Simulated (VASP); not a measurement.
# CO2 (I-42d) in VASP: further runs, part 2 of 2

VASP 6.6.1. Earlier steps stand in the parts before.

### Step 3. Single point, PBE (uniaxial z strain -2.2%)

File INCAR:

```
SYSTEM = CO2
  ALGO = Normal
  EDIFF = 1E-7
  ENCUT = 520
  GGA = PE
  ISIF = 2
  ISMEAR = -1
  LASPH = .True.
  LCHARG = .False.
  LREAL = .False.
  LWAVE = .False.
  NBANDS = 25
  NELM = 100
  PREC = Accurate
  SIGMA = 0.02
```

File KPOINTS:

```
k-points
0
Gamma
  10 10 10
  0 0 0
```

File POSCAR:

```
CO2
1.0
   -1.9548127153      1.9548127153      2.9026436775
    1.9548127153     -1.9548127153      2.9026436775
    1.9548127153      1.9548127153     -2.9026436775
C O
2 4
Direct
    0.0000000000      0.0000000000      0.0000000000
    0.7500000000      0.2500000000      0.5000000000
    0.3750000000      0.2942971230      0.4192971230
    0.7057028770      0.1250000000      0.0807028770
    0.8750000000      0.9557028770      0.5807028770
    0.0442971230      0.6250000000      0.9192971230
```

Potentials or basis: VASP PAW PBE potentials, release 64 (C, O).

The run is started by

```console
$ cat potpaw_PBE.64/C/POTCAR potpaw_PBE.64/O/POTCAR > POTCAR
$ mpirun -np 1 vasp_std > vasp.out
```

OUTCAR:

```text
SYSTEM = CO2
   EDIFF = 1E-7
   ENCUT = 520
   GGA = PE
   ISIF = 2
   ISMEAR = -1
   LASPH = .True.
   LREAL = .False.
   NELM = 100
   PREC = Accurate

 ion  position               nearest neighbor table
   1  0.000  0.000  0.000-   6 1.39   4 1.39   5 1.39   3 1.39
   2  0.750  0.250  0.500-   3 1.39   4 1.39   5 1.39   6 1.39
   3  0.375  0.294  0.419-   2 1.39   1 1.39
   4  0.706  0.125  0.081-   1 1.39   2 1.39
   5  0.875  0.956  0.581-   1 1.39   2 1.39
   6  0.044  0.625  0.919-   1 1.39   2 1.39

  LATTYP: Found a body centered tetragonal cell.
 ALAT       =     3.9096254306
 C/A-ratio  =     1.4848704711

  Lattice vectors:

 A1 = (  -1.9548127153,   1.9548127153,   2.9026436775)
 A2 = (   1.9548127153,  -1.9548127153,   2.9026436775)
 A3 = (   1.9548127153,   1.9548127153,  -2.9026436775)

Analysis of symmetry for initial positions (statically):
=====================================================================
 Subroutine PRICEL returns:
 Original cell was already a primitive cell.

[... 182 lines left out ...]
 cond. band min:      10.4809264730   @ k =   0.0000   0.0000   0.0000
 fundamental gap:      7.7174714699
 Fermi energy:         3.1461803752

 k-point     1 :       0.0000    0.0000    0.0000
  band No.  band energies     occupation
      1     -21.7188      2.00000
      2     -16.4340      2.00000
      3     -16.4340      2.00000
      4     -15.5528      2.00000
      5     -11.9478      2.00000
      6      -7.2120      2.00000
[... 661 lines left out ...]
     24      17.7855      0.00000
     25      18.4238      0.00000

 [... further k-points ...]

------------------------ aborting loop because EDIFF is reached ----------------------------------------

  FORCE on cell =-STRESS in cart. coord.  units (eV):
  Direction    XX          YY          ZZ          XY          YZ          ZX
  --------------------------------------------------------------------------------------
  -------------------------------------------------------------------------------------
  Total        3.5593475      3.5593475      4.4199985      0.0000000      0.0000000      0.0000000
  in kB      128.5336795    128.5336795    159.6131545      0.0000000      0.0000000      0.0000000
  external PRESSURE =     138.8935045 kB  Pullay stress =       0.0000000 kB

 VOLUME and BASIS-vectors are now :
 -----------------------------------------------------------------------------
  energy-cutoff  :      520.00
  volume of cell :       44.37
      direct lattice vectors                 reciprocal lattice vectors
    -1.954812715  1.954812715  2.902643677     0.000000000  0.255778979  0.172256762
     1.954812715 -1.954812715  2.902643677     0.255778979  0.000000000  0.172256762
     1.954812715  1.954812715 -2.902643677     0.255778979  0.255778979  0.000000000

 POSITION                                       TOTAL-FORCE (eV/Angst)
 -----------------------------------------------------------------------------------
      0.00000      0.00000      0.00000         0.000000     -0.000000     -0.000000
      0.00000      1.95481      1.45132         0.000000     -0.000000      0.000000
      0.66189      0.97741      0.72566         0.358300     -0.000000     -0.000000
     -0.97741      1.29292      2.17698         0.000000     -0.358300      0.000000
      1.29292      0.97741      3.62830        -0.358300     -0.000000      0.000000
      2.93222      0.66189     -0.72566         0.000000      0.358300     -0.000000
 -----------------------------------------------------------------------------------
    total drift:                               -0.000001     -0.000001     -0.000002

  FREE ENERGIE OF THE ION-ELECTRON SYSTEM (eV)
  ---------------------------------------------------
  free  energy   TOTEN  =       -43.3115242064 eV

  energy  without entropy=      -43.3115242064  energy(sigma->0) =      -43.31152421
```

OSZICAR:

```text
N       E                     dE             d eps       ncg     rms          rms(c)
DAV:   1     0.150596603761E+03    0.15060E+03   -0.18676E+04  5100   0.128E+03
DAV:   2    -0.388050565226E+02   -0.18940E+03   -0.18275E+03  6459   0.297E+02
DAV:   3    -0.462635035732E+02   -0.74584E+01   -0.74129E+01  6750   0.574E+01
DAV:   4    -0.463233079443E+02   -0.59804E-01   -0.59762E-01  6087   0.581E+00
DAV:   5    -0.463238598238E+02   -0.55188E-03   -0.55170E-03  6743   0.532E-01    0.131E+01
DAV:   6    -0.433421302532E+02    0.29817E+01   -0.60833E+00  6252   0.203E+01    0.527E+00
DAV:   7    -0.433223835550E+02    0.19747E-01   -0.71235E-01  6514   0.578E+00    0.294E+00
DAV:   8    -0.433152826538E+02    0.71009E-02   -0.67533E-02  6014   0.238E+00    0.559E-01
DAV:   9    -0.433113471182E+02    0.39355E-02   -0.14102E-02  6181   0.105E+00    0.210E-01
DAV:  10    -0.433115599857E+02   -0.21287E-03   -0.23509E-03  6841   0.342E-01    0.695E-02
DAV:  11    -0.433115157364E+02    0.44249E-04   -0.18345E-04  6138   0.111E-01    0.172E-02
DAV:  12    -0.433115237693E+02   -0.80329E-05   -0.22810E-05  6290   0.357E-02    0.519E-03
DAV:  13    -0.433115241407E+02   -0.37142E-06   -0.25250E-06  6657   0.118E-02    0.353E-03
DAV:  14    -0.433115242064E+02   -0.65680E-07   -0.32017E-07  6126   0.535E-03
   1 F= -.43311524E+02 E0= -.43311524E+02  d E =-.209310E-10
```

Wall time 2.5 min (1 thread of Intel Xeon 6975P-C (Granite Rapids), shared host); peak memory 0.21 GiB.

What came out:

* Free energy: -43.3115 eV
* Pressure: 13.9 GPa
* Largest force: 0.358 eV/Å
* Band gap on the k mesh: 7.72 eV (least direct gap 8.08 eV)

Forces in eV/Å, atoms in the order of the input:
```
C    0.000  0.000  0.000
C    0.000  0.000  0.000
O    0.358  0.000  0.000
O    0.000 -0.358  0.000
O   -0.358  0.000  0.000
O    0.000  0.358  0.000
```

Stress tensor (GPa, compression positive):
```
12.85  0.00  0.00
 0.00 12.85  0.00
 0.00  0.00 15.96
```

Caveat: the cell differs from its parent crystal (uniaxial z strain -2.2%); the cell stands under pressure.

### Step 4. Single point, PBE (biaxial xy strain +3.8%)

INCAR: that of step 3 with these lines changed.

```diff
@@ -2,3 +2,3 @@
   ALGO = Normal
-  EDIFF = 1E-7
+  EDIFF = 1E-6
   ENCUT = 520
@@ -12,3 +12,3 @@
   NBANDS = 25
-  NELM = 100
+  NELM = 80
   PREC = Accurate
```

KPOINTS is that of step 3.

File POSCAR:

```
CO2
1.0
   -2.0296820423      2.0296820423      2.9673315043
    2.0296820423     -2.0296820423      2.9673315043
    2.0296820423      2.0296820423     -2.9673315043
C O
2 4
Direct
    0.0000000000      0.0000000000      0.0000000000
    0.7500000000      0.2500000000      0.5000000000
    0.3750000000      0.2787971452      0.4037971452
    0.7212028548      0.1250000000      0.0962028548
    0.8750000000      0.9712028548      0.5962028548
    0.0287971452      0.6250000000      0.9037971452
```

The run is started by

```console
$ cat potpaw_PBE.64/C/POTCAR potpaw_PBE.64/O/POTCAR > POTCAR
$ mpirun -np 1 vasp_std > vasp.out
```

It took 90 s on 1 thread of Intel Xeon 6975P-C (Granite Rapids), shared host; peak memory 0.22 GiB.

It converged, with:

| Quantity | Value |
| --- | --- |
| Free energy | -43.3972 eV |
| Pressure | -1.3 GPa |
| Largest force | 0.303 eV/Å |
| Band gap on the k mesh | 7.56 eV (least direct gap 7.98 eV) |

Forces on the atoms (eV/Å):
```
C    0.000  0.000  0.000
C    0.000  0.000  0.000
O    0.303  0.000  0.000
O    0.000 -0.303  0.000
O   -0.303  0.000  0.000
O    0.000  0.303  0.000
```

Stress tensor (GPa, compression positive):
```
-1.81  0.00  0.00
 0.00 -1.81  0.00
 0.00  0.00 -0.42
```

Levels at points of the mesh, in eV from the valence-band top:
```csv
k point,band 14,band 15,band 16,band 17,band 18,band 19
"(0.00, 0.00, 0.00)",-0.97,-0.97,-0.50,7.56,8.86,9.01
"(0.50, 0.00, 0.00)",-1.31,-0.45,0.00,8.09,9.17,9.28
"(0.50, 0.50, 0.00)",-0.73,-0.44,-0.44,8.64,8.64,9.75
"(0.50, 0.50, 0.50)",-2.80,-0.01,-0.01,9.01,9.01,10.26
```

Caveat: the cell differs from its parent crystal (biaxial xy strain +3.8%).

### Step 5. Overview

| cell | gap on the mesh (eV) | pressure (GPa) | largest force (eV/Å) |
| --- | --- | --- | --- |
| a = 3.946 Å, angles 122.4, 122.4, 85.9°, 6 atoms, strain -2.7% | 7.74 | 25.8 | 0.39 |
| a = 4.008 Å, angles 121.6, 121.6, 87.2°, 6 atoms, uniaxial z strain -2.2% | 7.72 | 13.9 | 0.36 |
| a = 4.128 Å, angles 121.1, 121.1, 88.1°, 6 atoms, biaxial xy strain +3.8% | 7.56 | -1.3 | 0.30 |

Alike in all rows: task single point; level PBE; potentials or basis VASP PAW PBE potentials, release 64 (C, O); no spin polarisation; k mesh 10 × 10 × 10; cutoff (eV) 520; smearing fermi-dirac 0.02 eV.

Caveats: the cell stands under pressure (at least some runs).

Total energies depend on the potentials used, so only differences within one code and one set of settings carry meaning.
